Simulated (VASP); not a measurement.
# SiC: single point with r2SCAN

Crystal: SiC.

```
Si C
1.0
     3.07844    0.00000    0.00000
    -1.53922    2.66601    0.00000
     0.00000    0.00000   15.10664
Si C
6 6
Direct
  0.00000 0.00000 0.99996
  0.33333 0.66667 0.16670
  0.66667 0.33333 0.33318
  0.00000 0.00000 0.49996
  0.66667 0.33333 0.66670
  0.33333 0.66667 0.83318
  0.00000 0.00000 0.12532
  0.33333 0.66667 0.29169
  0.66667 0.33333 0.45815
  0.00000 0.00000 0.62532
  0.66667 0.33333 0.79169
  0.33333 0.66667 0.95815
```

```json
{
 "Program": "VASP 6.6.1",
 "Task": "single point",
 "Functional": "r2SCAN",
 "Potentials or basis": "VASP PAW PBE potentials, release 64 (Si, C)",
 "Cutoff": "520 eV",
 "k mesh": "12 × 12 × 2",
 "Occupations": "gaussian, width 0.01 eV",
 "Spin": "no spin polarisation",
 "Dipole correction": "no",
 "Further INCAR settings": "ALGO = Normal; EDIFF = 1e-06; NBANDS = 36"
}
```

The pressure is -0.2 GPa. The band gap on the k mesh is 2.40 eV (least direct gap 3.56 eV).

Levels at points of the mesh, in eV from the valence-band top:
```csv
k point,band 21,band 22,band 23,band 24,band 25,band 26,band 27,band 28
"(0.00, 0.00, 0.00)",-0.32,-0.04,0.00,0.00,5.76,5.93,6.34,6.86
"(0.50, 0.00, 0.00)",-1.90,-1.87,-1.72,-1.16,2.40,2.61,3.67,4.35
"(0.00, 0.00, 0.50)",-0.10,-0.10,-0.10,-0.10,5.83,5.83,6.58,6.58
"(0.50, 0.00, 0.50)",-1.79,-1.79,-1.37,-1.37,2.46,2.46,3.89,3.89
```

Wall time 27 min on 1 thread of Intel Xeon 8259CL, on a shared host, peak memory 0.33 GiB.

Caveat: the PAW data sets were made with another functional, which shifts forces and pressure a little. A k mesh can miss the band edges.
